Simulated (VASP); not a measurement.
# Li (R-3m) in VASP: further runs

Runs on Li. Level: PBEsol. Tasks: single point, relaxation of cell and atoms.

Program: VASP 6.6.1. These are calculated values, not measurements. Logs are shortened: lines on timing, memory, paths and dates and some standing lists are left out, and cuts for length are marked.

### Step 1. The cell of the first run

The structure is trigonal, space group R-3m (No. 166). The conventional cell has a = 3.064 Å, b = 3.064 Å, c = 22.370 Å, α = 90.00°, β = 90.00°, γ = 120.00°. Within 4.0 Å of Li (site symmetry -3m) lie 12 Li at 3.05 to 3.06 Å. Within 4.0 Å of Li (site symmetry 3m) lie 12 Li at 3.05 to 3.06 Å.

### Step 2. Single point, PBEsol

INCAR

```
SYSTEM = Li
ALGO     = Normal         ! electronic algorithm
EDIFF    = 1E-7           ! SCF threshold, eV
ENCUT    = 520            ! plane-wave cutoff, eV
GGA      = PS             ! functional
ISIF     = 2              ! what is computed and relaxed
ISMEAR   = -1             ! smearing method
LASPH    = .TRUE.         ! aspherical terms in the spheres
LCHARG   = .FALSE.        ! write CHGCAR
LREAL    = .FALSE.        ! projectors in reciprocal space
LWAVE    = .FALSE.        ! write WAVECAR
NBANDS   = 12             ! bands
NELM     = 100            ! most SCF steps
PREC     = Accurate       ! precision mode
SIGMA    = 0.1            ! smearing width, eV
```

KPOINTS

```
k-points
0
G
  16 16 16
  0 0 0
```

POSCAR

```
Li
1.0
    1.5321716354      0.8845997061      7.4566036311
   -1.5321716354      0.8845997061      7.4566036311
    0.0000000000     -1.7691994123      7.4566036311
Li
3
Direct
    0.0000000000      1.0000000000      1.0000000000
    0.2221833269      0.2221833269      0.2221833269
    0.7778166731      0.7778166731      0.7778166731
```

Potentials or basis: VASP PAW PBE potentials, release 64 (Li_sv).

The run is started by

```sh
cat potpaw_PBE.64/Li_sv/POTCAR > POTCAR
mpirun -np 1 vasp_std > vasp.out
```

OUTCAR:

```text
SYSTEM = Li
   EDIFF = 1E-7
   ENCUT = 520
   GGA = PS
   ISIF = 2
   ISMEAR = -1
   LASPH = .TRUE.
   LREAL = .FALSE.
   NELM = 100
   PREC = Accurate

 ion  position               nearest neighbor table
   1  0.000  0.000  0.000-
   2  0.222  0.222  0.222-
   3  0.778  0.778  0.778-

  LATTYP: Found a trigonal (rhomboedric) cell.
 ALAT       =     7.6636156135
 COS(alpha) =     0.9200575591

  Lattice vectors:

 A1 = (   1.5321716354,   0.8845997061,   7.4566036311)
 A2 = (  -1.5321716354,   0.8845997061,   7.4566036311)
 A3 = (   0.0000000000,  -1.7691994123,   7.4566036311)

Analysis of symmetry for initial positions (statically):
=====================================================================
 Subroutine PRICEL returns:
 Original cell was already a primitive cell.

 Routine SETGRP: Setting up the symmetry group for a
 trigonal (rhombohedral) supercell.

 Subroutine GETGRP returns: Found 12 space group operations
 (whereof 12 operations were pure point group operations)
 out of a pool of 12 trial point group operations.

The static configuration has the point symmetry D_3d.

Analysis of symmetry for dynamics (positions and initial velocities):
=====================================================================
 Subroutine PRICEL returns:
 Original cell was already a primitive cell.

 Routine SETGRP: Setting up the symmetry group for a
 trigonal (rhombohedral) supercell.

 Subroutine GETGRP returns: Found 12 space group operations
 (whereof 12 operations were pure point group operations)
 out of a pool of 12 trial point group operations.

The dynamic configuration has the point symmetry D_3d.

 Subroutine INISYM returns: Found 12 space group operations
 (whereof 12 operations are pure point group operations),
 and found     1 'primitive' translations

----------------------------------------------------------------------------------------

                                     Primitive cell

  volume of cell :      60.6382

  direct lattice vectors                    reciprocal lattice vectors
     1.532171635  0.884599706  7.456603631     0.326334197  0.188409136  0.044703105
    -1.532171635  0.884599706  7.456603631    -0.326334197  0.188409136  0.044703105
     0.000000000 -1.769199412  7.456603631     0.000000000 -0.376818273  0.044703105

  length of vectors
     7.663615614  7.663615614  7.663615614     0.379460641  0.379460641  0.379460641

  position of ions in fractional coordinates (direct lattice)
     0.000000000  0.000000000  0.000000000
     0.222183327  0.222183327  0.222183327
     0.777816673  0.777816673  0.777816673

  ion indices of the primitive-cell ions
   primitive index   ion index
                 1           1
                 2           2
                 3           3

----------------------------------------------------------------------------------------

 KPOINTS: k-points

Automatic generation of k-mesh.
 Grid dimensions read from file:
 generate k-points for:   16   16   16

 Generating k-lattice:

  Cartesian coordinates                     Fractional coordinates (reciprocal lattice)
     0.020395887  0.011775571  0.002793944     0.062500000 -0.000000000  0.000000000
    -0.020395887  0.011775571  0.002793944    -0.000000000  0.062500000  0.000000000
     0.000000000 -0.023551142  0.002793944     0.000000000  0.000000000  0.062500000

  Length of vectors
     0.023716290  0.023716290  0.023716290

  Shift w.r.t. Gamma in fractional coordinates (k-lattice)
     0.000000000  0.000000000  0.000000000

 Subroutine IBZKPT returns following result:
 ===========================================

 Found    417 irreducible k-points:

 Following reciprocal coordinates:
            Coordinates               Weight
  0.000000  0.000000  0.000000      1.000000
  0.062500  0.000000  0.000000      6.000000
  0.125000  0.000000  0.000000      6.000000
  0.187500  0.000000 -0.000000      6.000000
  0.250000  0.000000  0.000000      6.000000
  0.312500  0.000000  0.000000      6.000000
[... 16 lines left out ...]
 -0.125000  0.062500  0.000000     12.000000
 -0.062500  0.062500  0.000000      6.000000
 [... further k-points ...]
   k-points           NKPTS =    417   k-points in BZ     NKDIM =    417   number of bands    NBANDS=     12
   number of dos      NEDOS =    301   number of ions     NIONS =      3
   total plane-waves  NPLWV = 216000
   dimension x,y,z NGX =    60 NGY =   60 NGZ =   60
   dimension x,y,z NGXF=   120 NGYF=  120 NGZF=  120
   ions per type =               3
   NGX,Y,Z   is equivalent  to a cutoff of  13.02, 13.02, 13.02 a.u.
   NGXF,Y,Z  is equivalent  to a cutoff of  26.03, 26.03, 26.03 a.u.
 SYSTEM =  Li
   PREC   = accura    normal or accurate (medium, high low for compatibility)
   ISTART =      0    job   : 0-new  1-cont  2-samecut
   ICHARG =      2    charge: 1-file 2-atom 10-const
   ISPIN  =      1    spin polarized calculation?
   LNONCOLLINEAR =      F non collinear calculations
   LSORBIT =      F    spin-orbit coupling
   LASPH  =      T    aspherical Exc in radial PAW
   ENCUT  =  520.0 eV  38.22 Ry    6.18 a.u.  14.25 14.25 14.25*2*pi/ulx,y,z
   NELM   =    100;   NELMIN=  2; NELMDL= -5     # of ELM steps
   EDIFF  = 0.1E-06   stopping-criterion for ELM
   LREAL  =      F    real-space projection
   EDIFFG = 0.1E-05   stopping-criterion for IOM
   NSW    =      0    number of steps for IOM
   IBRION =     -1    ionic relax: 0-MD 1-quasi-New 2-CG
   NFREE  =      0    steps in history (QN), initial steepest desc. (CG)
   ISIF   =      2    stress and relaxation
   ISYM   =      2    0-nonsym 1-usesym 2-fastsym
   POTIM  = 0.5000    time-step for ionic-motion
   TEBEG  =    0.0;   TEEND  =   0.0 temperature during run
   PSTRESS=    0.0 pullay stress
   NELECT =       9.0000    total number of electrons
   NUPDOWN=      -1.0000    fix difference up-down
   EMIN   =  10.00;   EMAX   =-10.00  energy-range for DOS
   EFERMI =   0.00;   METHOD = LEGACY
   ISMEAR =    -1;   SIGMA  =   0.10  broadening in eV -4-tet -1-fermi 0-gaus
   EFERMI_NEDOS =   21; number of points for ismear=-14 and -15
   IALGO  =     38    algorithm
   IMIX   =      4    mixing-type and parameters
     AMIX     =   0.40;   BMIX     =  1.00
     AMIX_MAG =   1.60;   BMIX_MAG =  1.00
  volume/ion in A,a.u.               =      20.21       136.40
  Fermi-wavevector in a.u.,A,eV,Ry     =   0.866776  1.637969 10.222063  0.751300
  Thomas-Fermi vector in A             =   1.985214
   LORBIT       =      0    0 simple, 1 ext, 2 COOP (PROOUT), +10 PAW based schemes
   GGA     = PS    functional components
   LHFCALC =     F    Hartree Fock is set to
   AEXX    =    0.0000 exact exchange contribution
   IVDW    =     0    specifies the selected vdW correction
   LEPSILON=     F    determine dielectric tensor
   LRPA    =     F    only Hartree local field effects (RPA)
 non-spin polarized calculation
  energy-cutoff  :      520.00
  volume of cell :       60.64
 maximum number of plane-waves:      1650
 NGX is ok and might be reduce to    60
   NGX = 29   NGY = 29   NGZ = 29

 number of electron       9.0000007 magnetization

 Free energy of the ion-electron system (eV)
  ---------------------------------------------------
  ext. energy  EPLUGINS =         0.00000000
  ---------------------------------------------------
  free energy    TOTEN  =        -5.92734567 eV

  energy without entropy =       -5.88172613  energy(sigma->0) =       -5.90453590

 E-fermi :   0.6301     XC(G=0):  -7.0245

 val. band max:        0.6300690008   @ k =  -0.0625   0.2500   0.0625
 cond. band min:       0.6324149003   @ k =   0.3750   0.2500   0.1875
 fundamental gap:      0.0023458995
 Fermi energy:         0.6300967538

 k-point     1 :       0.0000    0.0000    0.0000
  band No.  band energies     occupation
      1     -45.2732      2.00000
      2     -45.2591      2.00000
      3     -45.2575      2.00000
      4      -2.9240      2.00000
      5      -0.9479      2.00000
      6      -0.9472      2.00000
      7       6.4231      0.00000
      8       6.4261      0.00000
      9      13.4191      0.00000
     10      13.4191      0.00000
     11      13.5579      0.00000
     12      13.5579      0.00000

 k-point     2 :       0.0625    0.0000    0.0000
  band No.  band energies     occupation
      1     -45.2725      2.00000
      2     -45.2587      2.00000
      3     -45.2569      2.00000
      4      -2.8613      2.00000
      5      -0.9601      2.00000
      6      -0.8010      2.00000
      7       6.2818      0.00000
      8       6.6392      0.00000
      9      12.6009      0.00000
     10      12.8754      0.00000
     11      13.2514      0.00000
     12      13.3069      0.00000

 k-point     3 :       0.1250    0.0000    0.0000
  band No.  band energies     occupation
      1     -45.2707      2.00000
      2     -45.2579      2.00000
      3     -45.2557      2.00000
      4      -2.6731      2.00000
      5      -0.8416      2.00000
      6      -0.5199      1.99998
      7       6.1964      0.00000
      8       6.9234      0.00000
      9      11.1172      0.00000
     10      12.0549      0.00000
     11      12.0781      0.00000
     12      12.5863      0.00000
[... 286 lines left out ...]
 k-point    23 :      -0.1250    0.0625    0.0000
  band No.  band energies     occupation
      1     -45.2690      2.00000
      2     -45.2567      2.00000
      3     -45.2549      2.00000
      4      -2.4900      2.00000
      5      -0.5673      1.99999
      6      -0.4046      1.99994
      7       6.4492      0.00000
      8       6.8292      0.00000
      9      10.3192      0.00000
     10      11.0008      0.00000
     11      11.2104      0.00000
     12      11.9397      0.00000

 k-point    24 :      -0.0625    0.0625    0.0000
  band No.  band energies     occupation
      1     -45.2713      2.00000
      2     -45.2580      2.00000
      3     -45.2563      2.00000
      4      -2.7384      2.00000
      5      -0.7494      2.00000
      6      -0.7488      2.00000
      7       6.5241      0.00000
      8       6.5246      0.00000
      9      11.8023      0.00000
     10      11.9316      0.00000
     11      12.4767      0.00000
     12      12.6898      0.00000

 [... further k-points ...]

------------------------ aborting loop because EDIFF is reached ----------------------------------------

  FORCE on cell =-STRESS in cart. coord.  units (eV):
  Direction    XX          YY          ZZ          XY          YZ          ZX
  --------------------------------------------------------------------------------------
  -------------------------------------------------------------------------------------
  Total       -0.0556452     -0.0556452      0.0197868      0.0000000     -0.0000000      0.0000000
  in kB       -1.4702531     -1.4702531      0.5228038      0.0000000     -0.0000000      0.0000000
  external PRESSURE =      -0.8059008 kB  Pullay stress =       0.0000000 kB

 VOLUME and BASIS-vectors are now :
 -----------------------------------------------------------------------------
  energy-cutoff  :      520.00
  volume of cell :       60.64
      direct lattice vectors                 reciprocal lattice vectors
     1.532171635  0.884599706  7.456603631     0.326334197  0.188409136  0.044703105
    -1.532171635  0.884599706  7.456603631    -0.326334197  0.188409136  0.044703105
     0.000000000 -1.769199412  7.456603631     0.000000000 -0.376818273  0.044703105

 POSITION                                       TOTAL-FORCE (eV/Angst)
 -----------------------------------------------------------------------------------
      0.00000      0.00000      0.00000         0.000000      0.000000     -0.000000
      0.00000     -0.00000      4.97020         0.000000     -0.000000      0.002382
      0.00000     -0.00000     17.39961         0.000000      0.000000     -0.002382
 -----------------------------------------------------------------------------------
    total drift:                                0.000000      0.000000      0.000000

  FREE ENERGIE OF THE ION-ELECTRON SYSTEM (eV)
  ---------------------------------------------------
  free  energy   TOTEN  =        -5.9273456730 eV

  energy  without entropy=       -5.8817261286  energy(sigma->0) =       -5.90453590
```

It took 11 min on 1 thread of Intel Xeon 6975P-C (Granite Rapids), shared host; peak memory 0.6 GiB.

What came out:

| Quantity | Value |
| --- | --- |
| Free energy | -5.9273 eV |
| Band gap on the k mesh | zero (an odd number of electrons rules out a gap without spin polarisation) |

Forces in eV/Å, atoms in the order of the input:
```
Li   0.000  0.000  0.000
Li   0.000  0.000  0.002
Li   0.000  0.000 -0.002
```

Levels at points of the mesh, in eV from the Fermi level:
```csv
k point,band 3,band 4,band 5,band 6,band 7,band 8
"(0.00, 0.00, 0.00)",-45.89,-3.55,-1.58,-1.58,5.79,5.80
"(0.50, 0.00, 0.00)",-45.88,-0.07,0.82,1.05,3.75,3.88
"(0.50, 0.50, 0.00)",-45.88,0.23,0.31,1.17,3.24,4.44
"(0.50, 0.50, 0.50)",-45.88,-3.05,-3.05,0.02,3.00,10.66
```

Caveat: the cutoff is under 1.25 times the usual one of these potentials, so pressure, stress and relaxed cells hold a basis-set (Pulay) error; the PAW data sets were made with another functional, which shifts forces and pressure a little.

### Step 3. Relaxation of cell and atoms, PBEsol

This run uses another cell than the first one, of 21.06 Å³/atom.

INCAR

```
SYSTEM = Li
PREC = Accurate
ENCUT = 600
EDIFF = 1E-6
ISMEAR = -1
SIGMA = 0.1
LREAL = .FALSE.
LASPH = .TRUE.
NELM = 60
ALGO = Normal
ISIF = 3
LWAVE = .FALSE.
LCHARG = .FALSE.
GGA = PS
IBRION = 2
NSW = 80
EDIFFG = -0.01
```

KPOINTS

```
regular mesh
0
G
  12 12 12
  0 0 0
```

POSCAR

```
Li
1.0
    1.5504989657      0.8951809952      7.5883000000
   -1.5504989657      0.8951809952      7.5883000000
    0.0000000000     -1.7903619905      7.5883000000
Li
3
Direct
    1.0000000000      0.0000000000      0.0000000000
    0.2220000000      0.2220000000      0.2220000000
    0.7780000000      0.7780000000      0.7780000000
```

Potentials or basis: VASP PAW PBE potentials, release 64 (Li_sv).

The run is started by

```sh
cat potpaw_PBE.64/Li_sv/POTCAR > POTCAR
mpirun -np 1 vasp_std > vasp.out
```

It took 15 min on 1 thread of Intel Xeon 6975P-C (Granite Rapids), shared host; peak memory 0.62 GiB.

The run converged. Its results:

```
Free energy                           : -5.9331 eV
Relaxed volume                        : 20.00 Å³/atom
Relaxed cell                          : a = 7.647 Å, b = 7.647 Å, c = 7.647 Å, α = 23.02°, β = 23.02°, γ = 23.02°
Space group after relaxing (to 0.1 Å) : R-3m (No. 166)
Energy gained by relaxing             : 2.3 meV/atom
Ionic steps                           : 5
Pressure after relaxing               : 0.0 GPa
Largest force after relaxing          : 0.006 eV/Å
Band gap on the k mesh                : zero (an odd number of electrons rules out a gap without spin polarisation)
```

Forces on the atoms (eV/Å):
```
Li   0.000  0.000  0.000
Li   0.000  0.000  0.006
Li   0.000  0.000 -0.006
```

Step by step:
| step | energy change (eV) | largest force (eV/Å) | pressure (GPa) | volume (Å³) |
| --- | --- | --- | --- | --- |
| 1 | 0.0000 | 0.0095 | -0.63 | 63.19 |
| 2 | -0.0027 | 0.0087 | -0.50 | 62.44 |
| 3 | -0.0061 | 0.0072 | -0.21 | 60.93 |
| 4 | -0.0039 | 0.0040 | 0.48 | 57.99 |
| 5 | -0.0068 | 0.0063 | -0.01 | 59.99 |

Final structure:
```
CELL_PARAMETERS angstrom
1.52553 0.88076 7.44106
-1.52553 0.88076 7.44106
0.00000 -1.76153 7.44106
ATOMIC_POSITIONS crystal
Li 0.00000 0.00000 0.00000
Li 0.22209 0.22209 0.22209
Li 0.77791 0.77791 0.77791
```

Levels at points of the mesh, in eV from the Fermi level:
```tsv
k point	band 1	band 2	band 3	band 4	band 5	band 6	band 7	band 8
(0.00, 0.00, 0.00)	-45.87	-45.85	-45.85	-3.55	-1.58	-1.58	5.82	5.84
(0.50, 0.00, 0.00)	-45.85	-45.84	-45.84	-0.06	0.85	1.07	3.80	3.93
(0.50, 0.50, 0.00)	-45.85	-45.84	-45.84	0.25	0.33	1.20	3.29	4.49
(0.50, 0.50, 0.50)	-45.86	-45.86	-45.84	-3.05	-3.05	0.02	3.03	10.71
```

Caveat: the cutoff is under 1.25 times the usual one of these potentials, so pressure, stress and relaxed cells hold a basis-set (Pulay) error; the PAW data sets were made with another functional, which shifts forces and pressure a little.

The gap in the log of VASP goes by the Fermi energy; the results here count the filled bands.